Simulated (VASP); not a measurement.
Write the native input for VASP 6.6.1 that does the following.

```
Task                   : single point
Functional             : PBEsol
Potentials or basis    : VASP PAW PBE potentials, release 64 (Ba_sv, Ti_sv, O)
Cutoff                 : 520 eV
k mesh                 : 6 × 6 × 6
Occupations            : gaussian, width 0.01 eV
Spin                   : no spin polarisation
Dipole correction      : no
Further INCAR settings : ALGO = Normal; EDIFF = 1e-06; NBANDS = 28
```

The structure of BaTiO3 lies in POSCAR:

```
BaTiO3
1.0
    2.8172938008      1.6265653343      2.3083956400
   -2.8172938008      1.6265653343      2.3083956400
    0.0000000000     -3.2531306686      2.3083956400
Ba Ti O
1 1 3
Direct
   -0.0023500294     -0.0023500294     -0.0023500294
    0.4865758987      0.4865758987      0.4865758987
    0.5095654473      0.5095654473      0.0158432362
    0.0158432362      0.5095654473      0.5095654473
    0.5095654473      0.0158432362      0.5095654473
```

One way to write it, as run:

INCAR

```
SYSTEM = BaTiO3
PREC = Accurate
ENCUT = 520
EDIFF = 1E-6
ISMEAR = 0
SIGMA = 0.01
LREAL = .False.
LASPH = .True.
NELM = 80
ALGO = Normal
ISIF = 2
LWAVE = .False.
LCHARG = .False.
GGA = PS
NBANDS = 28
```

KPOINTS

```
Automatic mesh
0
Gamma
  6 6 6
  0 0 0
```

Potentials or basis: VASP PAW PBE potentials, release 64 (Ba_sv, Ti_sv, O).

Command:

```bash
$ cat potpaw_PBE.64/Ba_sv/POTCAR potpaw_PBE.64/Ti_sv/POTCAR potpaw_PBE.64/O/POTCAR > POTCAR
$ mpirun -np 1 vasp_std > vasp.out
```

It gave:

```json
{"Pressure": "1.9 GPa", "Largest force": "0.058 eV/Å", "Band gap on the k mesh": "2.26 eV (least direct gap 2.61 eV)"}
```

Caveat: the PAW data sets were made with another functional, which shifts forces and pressure a little; spin-orbit coupling is left out, which moves the levels of the heavy elements.

Run time: 46 s on 1 thread of Intel(R) Xeon(R) Platinum 8488C (Sapphire Rapids) (shared host), peak memory 0.2 GiB.
